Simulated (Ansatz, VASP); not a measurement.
# Two plane-wave programs on Au

Contents of INCAR:

```
SYSTEM = Au
PREC = Accurate ; ENCUT = 600
EDIFF = 1E-6 ; ISMEAR = 0
SIGMA = 0.1 ; LREAL = .FALSE.
LASPH = .TRUE. ; NELM = 80
ALGO = Fast ; ISIF = 3
LWAVE = .FALSE. ; LCHARG = .FALSE.
IBRION = 2 ; NSW = 70
EDIFFG = -0.005
```

Contents of KPOINTS:

```
regular mesh
0
G
  18 18 10
  0 0 0
```

POSCAR

```
Au
1.0
    2.9169619562      0.0000000000      0.0000000000
   -1.4584809781      2.5261631559      0.0000000000
    0.0000000000      0.0000000000      4.8900307706
Au
2
Direct
    0.3333333333      0.6666666667      0.7500000000
    0.6666666667      0.3333333333      0.2500000000
```

Input for Ansatz:

```yaml
crystal:
  lattice:
    - [2.9169619423, 0.0, 0.0]
    - [-1.4584809712, 2.5261631439, 0.0]
    - [0.0, 0.0, 4.8900308252]
  atoms:
    - { symbol: Au, position: [0.3333333333, 0.6666666667, 0.75] }
    - { symbol: Au, position: [0.6666666667, 0.3333333333, 0.25] }
basis:
  ecutwfc: 420
kpoints:
  mp_grid: { grid: [18, 18, 10] }
hamiltonian:
  xc: lda
scf:
  occupations: { method: gaussian, width: 0.1 }
output:
  forces: true
  stress: true
  eigenvalues: true
relax:
  adjacent_minimum: "off"
  f_tol: 0.005
  max_steps: 50
  cell: { stress_tol: 0.05 }
```

Alike in both runs: task relaxation of cell and atoms; functional LDA; k mesh 18 × 18 × 10; occupations gaussian, width 0.1 eV; no spin polarisation.

|  | VASP | Ansatz |
| --- | --- | --- |
| version | VASP 6.6.1 | Ansatz 0.2.0 |
| potentials or method | VASP PAW LDA potentials, release 64 (Au), cutoff 600 eV | scalar-relativistic, plane waves, PAW |
| valence electrons in the cell | 22 | 38 |

|  | VASP | Ansatz | Ansatz less VASP |
| --- | --- | --- | --- |
| gap on the k mesh at the Fermi level, each at its own relaxed structure (eV) | none | none | - |
| relaxed volume (Å³/atom) | 16.64 | 16.59 | -0.059 |
| relaxed cell length with the largest relative difference (Å) | 2.844 | 2.838 | -0.0056 |

LDA's correlation is that of Perdew and Zunger in VASP and of Perdew and Wang (1992) in Ansatz. A gap of «none» marks a metal or a gap that the smearing closes. VASP's potentials hold 22 valence electrons a cell and Ansatz's 38, so a difference there can come from the potentials and not from the codes.

Neither program's run includes spin-orbit coupling.
